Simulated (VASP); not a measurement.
A run of VASP 6.6.1 is set up as follows.

INCAR

```
  PREC = Accurate
  ENCUT = 520
  EDIFF = 1E-7
  ISMEAR = 0
  SIGMA = 0.15
  LREAL = False
  LASPH = True
  NELM = 80
  ALGO = Fast
  ISIF = 2
  LWAVE = False
  LCHARG = False
  NBANDS = 11
```

File KPOINTS:

```
regular mesh
0
Gamma
  14 14 8
```

File POSCAR:

```
Ba
1.0
    1.9550000000     -3.6500000000     -0.0547500000
    1.9550000000      3.6500000000      0.0547500000
    0.0000000000      0.0855000000      5.7000000000
Ba
1
Direct
    0.0000000000      0.0000000000      0.0000000000
```

Potentials or basis: VASP PAW LDA potentials, release 64 (Ba_sv).

The run is started by

```sh
$ cat potpaw_LDA.64/Ba_sv/POTCAR > POTCAR
$ mpirun -np 1 vasp_std > vasp.out
```

Q: Estimate the pressure.

A: -0.3 GPa.

Q: Predict the band gap on the k mesh.

A: Zero (bands 5 and 6 overlap by 1.08 eV).

Stress tensor (GPa, compression positive):
```
 1.39  0.00  0.00
 0.00 -0.07  0.04
 0.00  0.04 -2.30
```

Caveat: the cell differs from its parent crystal (strain +0.0300 x Voigt [0, 0, 0, 1, 0, 0]); spin-orbit coupling is left out, which moves the levels of the heavy elements.
